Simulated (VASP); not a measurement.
A run of VASP 6.6.1 is set up as follows.

File INCAR:

```
PREC = Accurate
ENCUT = 520
EDIFF = 1E-6
ISMEAR = 0
SIGMA = 0.01
LREAL = Auto
LASPH = True
NELM = 80
ALGO = Normal
ISIF = 2
LWAVE = False
LCHARG = False
GGA = PE
NBANDS = 46
```

File KPOINTS:

```
regular mesh
0
Gamma
  4 4 4
```

File POSCAR:

```
AlN
1.0
    0.0000000000      0.0000000000      5.0180433219
   -3.1302084199     -5.4216800216      0.0000000000
    6.2604168399      0.0000000000      0.0000000000
Al N
8 8
Direct
    0.4992342259      0.3333333333      0.1666666667
    0.4992342259      0.3333333333      0.6666666667
    0.4992342259      0.8333333333      0.1666666667
    0.4992342259      0.8333333333      0.6666666667
    0.9992342259      0.1666666667      0.8333333333
    0.9992342259      0.1666666667      0.3333333333
    0.9992342259      0.6666666667      0.8333333333
    0.9992342259      0.6666666667      0.3333333333
    0.8807657741      0.3333333333      0.1666666667
    0.8807657741      0.3333333333      0.6666666667
    0.8807657741      0.8333333333      0.1666666667
    0.8807657741      0.8333333333      0.6666666667
    0.3807657741      0.1666666667      0.8333333333
    0.3807657741      0.1666666667      0.3333333333
    0.3807657741      0.6666666667      0.8333333333
    0.3807657741      0.6666666667      0.3333333333
```

Potentials or basis: VASP PAW PBE potentials, release 64 (Al, N).

Run with:

```console
$ cat potpaw_PBE.64/Al/POTCAR potpaw_PBE.64/N/POTCAR > POTCAR
$ mpirun -np 1 vasp_std > vasp.out
```

Question: Predict the pressure.

Answer: -0.3 GPa.

Question: Predict the band gap on the k mesh.

Answer: 4.04 eV.

Forces on the atoms (eV/Å):
```
Al   0.000  0.000  0.003
Al   0.000  0.000  0.003
Al   0.000  0.000  0.003
Al   0.000  0.000  0.003
Al   0.000  0.000  0.003
Al   0.000  0.000  0.003
Al   0.000  0.000  0.003
Al   0.000  0.000  0.003
N    0.000  0.000 -0.003
N    0.000  0.000 -0.003
N    0.000  0.000 -0.003
N    0.000  0.000 -0.003
N    0.000  0.000 -0.003
N    0.000  0.000 -0.003
N    0.000  0.000 -0.003
N    0.000  0.000 -0.003
```

A hybrid or GW would open this gap; PBE tends to underestimate it.
